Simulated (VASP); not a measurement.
# InAs (F-43m) in VASP: a series of runs

Runs on InAs. Level: PBE. Tasks: vibrations by perturbation theory.

All numbers are computed with VASP 6.6.1; they aren't measurements. Logs are shortened: lines on timing, memory, paths and dates and some standing lists are left out, and cuts for length are marked.

### 1 The cell of the first run

Symmetry: F-43m, No. 216, cubic system. Conventional cell: a = 5.938 Å, b = 5.938 Å, c = 5.938 Å, α = 90.00°, β = 90.00°, γ = 90.00°. In (site symmetry -43m) has 4 As at 2.57 Å within 3.4 Å. As (site symmetry -43m) has 4 In at 2.57 Å within 3.4 Å.

### 2 Vibrations by perturbation theory, PBE

The input, INCAR:

```
  PREC = Accurate
  ENCUT = 520
  EDIFF = 1E-8
  ISMEAR = -1
  SIGMA = 0.15
  LREAL = F
  LASPH = T
  NELM = 100
  ALGO = Normal
  ISIF = 2
  LWAVE = F
  LCHARG = F
  GGA = PE
  NBANDS = 16
  IBRION = 8
  NSW = 1
```

The input, KPOINTS:

```
regular mesh
0
Gamma
  12 12 12
```

The input, POSCAR:

```
InAs
1.0
    0.0000000000      2.9690180895      2.9690180895
    2.9690180895      0.0000000000      2.9690180895
    2.9690180895      2.9690180895      0.0000000000
In As
1 1
Direct
    0.0000000000      0.0000000000      0.0000000000
    0.7500000000      0.7500000000      0.7500000000
```

Potentials or basis: VASP PAW PBE potentials, release 64 (In_d, As).

On the command line:

```console
> cat potpaw_PBE.64/In_d/POTCAR potpaw_PBE.64/As/POTCAR > POTCAR
> mpirun -np 1 vasp_std > vasp.out
```

OUTCAR:

```text
PREC = Accurate
   ENCUT = 520
   EDIFF = 1E-8
   ISMEAR = -1
   LREAL = F
   LASPH = T
   NELM = 100
   ISIF = 2
   GGA = PE
   IBRION = 8
   NSW = 1

 ion  position               nearest neighbor table
   1  0.000  0.000  0.000-   2 2.57   2 2.57   2 2.57   2 2.57
   2  0.750  0.750  0.750-   1 2.57   1 2.57   1 2.57   1 2.57

  LATTYP: Found a face centered cubic cell.
 ALAT       =     5.9380361790

  Lattice vectors:

 A1 = (   0.0000000000,   2.9690180895,   2.9690180895)
 A2 = (   2.9690180895,   0.0000000000,   2.9690180895)
 A3 = (   2.9690180895,   2.9690180895,   0.0000000000)

Analysis of symmetry for initial positions (statically):
=====================================================================
 Subroutine PRICEL returns:
 Original cell was already a primitive cell.

 Routine SETGRP: Setting up the symmetry group for a
 face centered cubic supercell.

 Subroutine GETGRP returns: Found 24 space group operations
 (whereof 24 operations were pure point group operations)
 out of a pool of 48 trial point group operations.

The static configuration has the point symmetry T_d .

Analysis of symmetry for dynamics (positions and initial velocities):
=====================================================================
 Subroutine PRICEL returns:
 Original cell was already a primitive cell.

 Routine SETGRP: Setting up the symmetry group for a
 face centered cubic supercell.

 Subroutine GETGRP returns: Found 24 space group operations
 (whereof 24 operations were pure point group operations)
 out of a pool of 48 trial point group operations.

The dynamic configuration has the point symmetry T_d .

 Subroutine INISYM returns: Found 24 space group operations
 (whereof 24 operations are pure point group operations),
 and found     1 'primitive' translations

----------------------------------------------------------------------------------------

[... 614 lines left out ...]
  external PRESSURE =      80.8863137 kB  Pullay stress =       0.0000000 kB

 VOLUME and BASIS-vectors are now :
 -----------------------------------------------------------------------------
  energy-cutoff  :      520.00
  volume of cell :       52.34
      direct lattice vectors                 reciprocal lattice vectors
     0.000000000  2.969018090  2.969018090    -0.168405845  0.168405845  0.168405845
     2.969018090  0.000000000  2.969018090     0.168405845 -0.168405845  0.168405845
     2.969018090  2.969018090  0.000000000     0.168405845  0.168405845 -0.168405845

 POSITION                                       TOTAL-FORCE (eV/Angst)
 -----------------------------------------------------------------------------------
      0.00000      0.00000      0.00000         0.000000      0.000000      0.000000
      4.45353      4.45353      4.45353        -0.000000     -0.000000     -0.000000
 -----------------------------------------------------------------------------------
    total drift:                                0.000000      0.000000      0.000000

  FREE ENERGIE OF THE ION-ELECTRON SYSTEM (eV)
  ---------------------------------------------------
  free  energy   TOTEN  =        -7.5645786526 eV

  energy  without entropy=       -7.5626993474  energy(sigma->0) =       -7.56363900

[... ionic steps 2 to 3 ...]

--------------------------------------- Ionic step        4  -------------------------------------------

------------------------ aborting loop because EDIFF is reached ----------------------------------------

[... ionic steps 5 to 6 ...]

--------------------------------------- Ionic step        7  -------------------------------------------

 Free energy of the ion-electron system (eV)
  ---------------------------------------------------
  ---------------------------------------------------
  free energy    TOTEN  =        -0.04556174 eV

  energy without entropy =       -0.04556174

------------------------ aborting loop because EDIFF is reached ----------------------------------------

 INTERNAL STRAIN TENSOR  FOR ION    2  DIRECTION 1   (eV/Angst):
 -----------------------------------------------------------------------------
    -0.00359  0.00000  0.00000
     0.00000  0.00268 11.01229
     0.00000 11.01229  0.00268

 INTERNAL STRAIN TENSOR FOR ION    2 for displacements in x,y,z  (eV/Angst):
          X           Y           Z          XY          YZ          ZX
  --------------------------------------------------------------------------------
  x    -0.00000     0.00000     0.00000     0.00000    11.01229     0.00000
  y    -0.00000    -0.00000    -0.00000     0.00000     0.00000    11.01229
  z     0.00000     0.00000    -0.00000    11.01229     0.00000     0.00000

 SECOND DERIVATIVES (NOT SYMMETRIZED)
 ------------------------------------
               1X          1Y          1Z          2X          2Y          2Z
  1X    -9.181597    0.000000    0.000000    9.181597    0.000000    0.000000
  1Y     0.000000   -9.181597    0.000000    0.000000    9.181597    0.000000
  1Z     0.000000    0.000000   -9.181597    0.000000    0.000000    9.181597
  2X     9.165840    0.000000    0.000000   -9.165840    0.000000    0.000000
  2Y     0.000000    9.165840    0.000000    0.000000   -9.165840    0.000000
  2Z     0.000000    0.000000    9.165840    0.000000    0.000000   -9.165840

 Eigenvectors and eigenvalues of the dynamical matrix
 ----------------------------------------------------

   1 f  =    7.031574 THz    44.180681 2PiTHz  234.548055 cm-1    29.080240 meV
             X         Y         Z           dx          dy          dz
      0.000000  0.000000  0.000000     0.000000    0.628707    0.000000
      4.453527  4.453527  4.453527     0.000000   -0.777642    0.000000
[... 21 lines left out ...]
   6 f/i=    0.002952 THz     0.018550 2PiTHz    0.098477 cm-1     0.012210 meV
             X         Y         Z           dx          dy          dz
      0.000000  0.000000  0.000000     0.000000    0.000000    0.777642
      4.453527  4.453527  4.453527     0.000000    0.000000    0.628707

--------------------------------------------------------------------------------------------------------

 ELASTIC MODULI CONTR FROM IONIC RELAXATION (kBar)
 Direction    XX          YY          ZZ          XY          YZ          ZX
 --------------------------------------------------------------------------------
 XX          -0.0000      0.0000      0.0000     -0.0000      0.0000      0.0000
 YY           0.0000     -0.0000      0.0000     -0.0000     -0.0000      0.0000
 ZZ           0.0000      0.0000     -0.0000      0.0000     -0.0000      0.0000
 XY          -0.0000     -0.0000      0.0000   -400.0347     -0.0000     -0.0000
 YZ           0.0000     -0.0000     -0.0000     -0.0000   -400.0347      0.0000
 ZX           0.0000      0.0000      0.0000     -0.0000      0.0000   -400.0347
 --------------------------------------------------------------------------------
```

Wall time 4.8 min (1 thread of Intel Xeon 6975P-C (Granite Rapids), shared host); peak memory 0.6 GiB.

Results:

```yaml
Highest_phonon_frequency_at_Γ_LO-TO_splitting_left_out: 235 cm⁻¹
```

Phonon frequencies in cm⁻¹ (negative: imaginary):
```csv
q point,frequencies
"(0.000, 0.000, 0.000)",0 0 0 235 235 235
```

Caveat: the cell stands under pressure or tension, which shifts response properties; spin-orbit coupling is left out, which moves the levels of the heavy elements.

### 3 Vibrations by perturbation theory, PBE

This run uses another cell than the first one, of 28.04 Å³/atom.

The input, INCAR:

```
  PREC = Accurate
  ENCUT = 520
  EDIFF = 1E-8
  ISMEAR = -1
  SIGMA = 0.15
  LREAL = False
  LASPH = True
  NELM = 80
  ALGO = Normal
  ISIF = 2
  LWAVE = False
  LCHARG = False
  GGA = PE
  IBRION = 8
  NSW = 1
```

KPOINTS is that of step 2.

The input, POSCAR:

```
InAs
1.0
    0.0000000000      3.0380341905      3.0380341905
    3.0380341905      0.0000000000      3.0380341905
    3.0380341905      3.0380341905      0.0000000000
In As
1 1
Direct
    0.0000000000      0.0000000000      0.0000000000
    0.7500000000      0.7500000000      0.7500000000
```

Potentials or basis: VASP PAW PBE potentials, release 64 (In_d, As).

On the command line:

```console
> cat potpaw_PBE.64/In_d/POTCAR potpaw_PBE.64/As/POTCAR > POTCAR
> mpirun -np 1 vasp_std > vasp.out
```

OUTCAR:

```text
PREC = Accurate
   ENCUT = 520
   EDIFF = 1E-8
   ISMEAR = -1
   LREAL = False
   LASPH = True
   NELM = 80
   ISIF = 2
   GGA = PE
   IBRION = 8
   NSW = 1

 ion  position               nearest neighbor table
   1  0.000  0.000  0.000-   2 2.63   2 2.63   2 2.63   2 2.63
   2  0.750  0.750  0.750-   1 2.63   1 2.63   1 2.63   1 2.63

  LATTYP: Found a face centered cubic cell.
 ALAT       =     6.0760683810

  Lattice vectors:

 A1 = (   0.0000000000,   3.0380341905,   3.0380341905)
 A2 = (   3.0380341905,   0.0000000000,   3.0380341905)
 A3 = (   3.0380341905,   3.0380341905,   0.0000000000)

Analysis of symmetry for initial positions (statically):
=====================================================================
 Subroutine PRICEL returns:
 Original cell was already a primitive cell.

 Routine SETGRP: Setting up the symmetry group for a
 face centered cubic supercell.

 Subroutine GETGRP returns: Found 24 space group operations
 (whereof 24 operations were pure point group operations)
 out of a pool of 48 trial point group operations.

The static configuration has the point symmetry T_d .

Analysis of symmetry for dynamics (positions and initial velocities):
=====================================================================
 Subroutine PRICEL returns:
 Original cell was already a primitive cell.

 Routine SETGRP: Setting up the symmetry group for a
 face centered cubic supercell.

 Subroutine GETGRP returns: Found 24 space group operations
 (whereof 24 operations were pure point group operations)
 out of a pool of 48 trial point group operations.

The dynamic configuration has the point symmetry T_d .

 Subroutine INISYM returns: Found 24 space group operations
 (whereof 24 operations are pure point group operations),
 and found     1 'primitive' translations

----------------------------------------------------------------------------------------

                                     Primitive cell

  volume of cell :      56.0800

  direct lattice vectors                    reciprocal lattice vectors
     0.000000000  3.038034190  3.038034190    -0.164580110  0.164580110  0.164580110
     3.038034190  0.000000000  3.038034190     0.164580110 -0.164580110  0.164580110
     3.038034190  3.038034190  0.000000000     0.164580110  0.164580110 -0.164580110

  length of vectors
     4.296429155  4.296429155  4.296429155     0.285061112  0.285061112  0.285061112

  position of ions in fractional coordinates (direct lattice)
     0.000000000  0.000000000  0.000000000
     0.750000000  0.750000000  0.750000000

  ion indices of the primitive-cell ions
   primitive index   ion index
                 1           1
                 2           2

[... 496 lines left out ...]
  band No.  band energies     occupation
      1     -10.1242      2.00000
      2      -9.9632      2.00000
      3      -9.9578      2.00000
      4      -9.8786      2.00000
      5      -9.8734      2.00000
      6      -5.8366      2.00000
      7      -1.2006      2.00000
      8       2.0123      2.00000
      9       3.1235      1.99996
     10       6.5499      0.00001
     11       8.7027      0.00000
     12       9.7521      0.00000
     13      11.2745      0.00000

 [... further k-points ...]

------------------------ aborting loop because EDIFF is reached ----------------------------------------

  FORCE on cell =-STRESS in cart. coord.  units (eV):
  Direction    XX          YY          ZZ          XY          YZ          ZX
  --------------------------------------------------------------------------------------
  -------------------------------------------------------------------------------------
  Total        1.0698600      1.0698600      1.0698600      0.0000000      0.0000000     -0.0000000
  in kB       30.5653644     30.5653644     30.5653644      0.0000000      0.0000000     -0.0000000
  external PRESSURE =      30.5653644 kB  Pullay stress =       0.0000000 kB

 VOLUME and BASIS-vectors are now :
 -----------------------------------------------------------------------------
  energy-cutoff  :      520.00
  volume of cell :       56.08
      direct lattice vectors                 reciprocal lattice vectors
     0.000000000  3.038034190  3.038034190    -0.164580110  0.164580110  0.164580110
     3.038034190  0.000000000  3.038034190     0.164580110 -0.164580110  0.164580110
     3.038034190  3.038034190  0.000000000     0.164580110  0.164580110 -0.164580110

 POSITION                                       TOTAL-FORCE (eV/Angst)
 -----------------------------------------------------------------------------------
      0.00000      0.00000      0.00000         0.000000      0.000000      0.000000
      4.55705      4.55705      4.55705        -0.000000     -0.000000     -0.000000
 -----------------------------------------------------------------------------------
    total drift:                                0.000000      0.000000      0.000000

  FREE ENERGIE OF THE ION-ELECTRON SYSTEM (eV)
  ---------------------------------------------------
  free  energy   TOTEN  =        -7.6916187281 eV

  energy  without entropy=       -7.6885885995  energy(sigma->0) =       -7.69010366

[... ionic steps 2 to 3 ...]

--------------------------------------- Ionic step        4  -------------------------------------------

------------------------ aborting loop because EDIFF is reached ----------------------------------------

[... ionic steps 5 to 6 ...]

--------------------------------------- Ionic step        7  -------------------------------------------

 Free energy of the ion-electron system (eV)
  ---------------------------------------------------
  ---------------------------------------------------
  free energy    TOTEN  =        -0.04543875 eV

  energy without entropy =       -0.04543875

------------------------ aborting loop because EDIFF is reached ----------------------------------------

 INTERNAL STRAIN TENSOR  FOR ION    2  DIRECTION 1   (eV/Angst):
 -----------------------------------------------------------------------------
    -0.00215  0.00000  0.00000
     0.00000  0.00225  8.14979
     0.00000  8.14979  0.00225

 INTERNAL STRAIN TENSOR FOR ION    2 for displacements in x,y,z  (eV/Angst):
          X           Y           Z          XY          YZ          ZX
  --------------------------------------------------------------------------------
  x     0.00000     0.00000     0.00000     0.00000     8.14979     0.00000
  y     0.00000     0.00000     0.00000     0.00000     0.00000     8.14979
  z     0.00000     0.00000     0.00000     8.14979     0.00000     0.00000

 SECOND DERIVATIVES (NOT SYMMETRIZED)
 ------------------------------------
               1X          1Y          1Z          2X          2Y          2Z
  1X    -7.650779    0.000000    0.000000    7.650779    0.000000    0.000000
  1Y     0.000000   -7.650779    0.000000    0.000000    7.650779    0.000000
  1Z     0.000000    0.000000   -7.650779    0.000000    0.000000    7.650779
  2X     7.665869    0.000000    0.000000   -7.665869    0.000000    0.000000
  2Y     0.000000    7.665869    0.000000    0.000000   -7.665869    0.000000
  2Z     0.000000    0.000000    7.665869    0.000000    0.000000   -7.665869

 Eigenvectors and eigenvalues of the dynamical matrix
 ----------------------------------------------------

   1 f  =    6.425855 THz    40.374836 2PiTHz  214.343442 cm-1    26.575188 meV
             X         Y         Z           dx          dy          dz
      0.000000  0.000000  0.000000     0.628006   -0.000000    0.000000
      4.557051  4.557051  4.557051    -0.778208   -0.000000   -0.000000
[... 21 lines left out ...]
   6 f/i=    0.003094 THz     0.019439 2PiTHz    0.103199 cm-1     0.012795 meV
             X         Y         Z           dx          dy          dz
      0.000000  0.000000  0.000000     0.033929   -0.521902   -0.576260
      4.557051  4.557051  4.557051     0.027381   -0.421169   -0.465036

--------------------------------------------------------------------------------------------------------

 ELASTIC MODULI CONTR FROM IONIC RELAXATION (kBar)
 Direction    XX          YY          ZZ          XY          YZ          ZX
 --------------------------------------------------------------------------------
 XX          -0.0000     -0.0000     -0.0000     -0.0000     -0.0000     -0.0000
 YY          -0.0000     -0.0000     -0.0000     -0.0000     -0.0000     -0.0000
 ZZ          -0.0000     -0.0000     -0.0000     -0.0000     -0.0000     -0.0000
 XY          -0.0000     -0.0000     -0.0000   -244.6908     -0.0000     -0.0000
 YZ          -0.0000     -0.0000     -0.0000     -0.0000   -244.6908     -0.0000
 ZX          -0.0000     -0.0000     -0.0000     -0.0000     -0.0000   -244.6908
 --------------------------------------------------------------------------------
```

It took 4.5 min on 1 thread of Intel Xeon 6975P-C (Granite Rapids), shared host; peak memory 0.57 GiB.

What came out:

```yaml
Highest_phonon_frequency_at_Γ_LO-TO_splitting_left_out: 214 cm⁻¹
```

Phonon frequencies in cm⁻¹ (negative: imaginary):
| q point | frequencies |
| --- | --- |
| (0.000, 0.000, 0.000) | 0 0 0 214 214 214 |

Caveat: the cell stands under pressure or tension, which shifts response properties; spin-orbit coupling is left out, which moves the levels of the heavy elements.
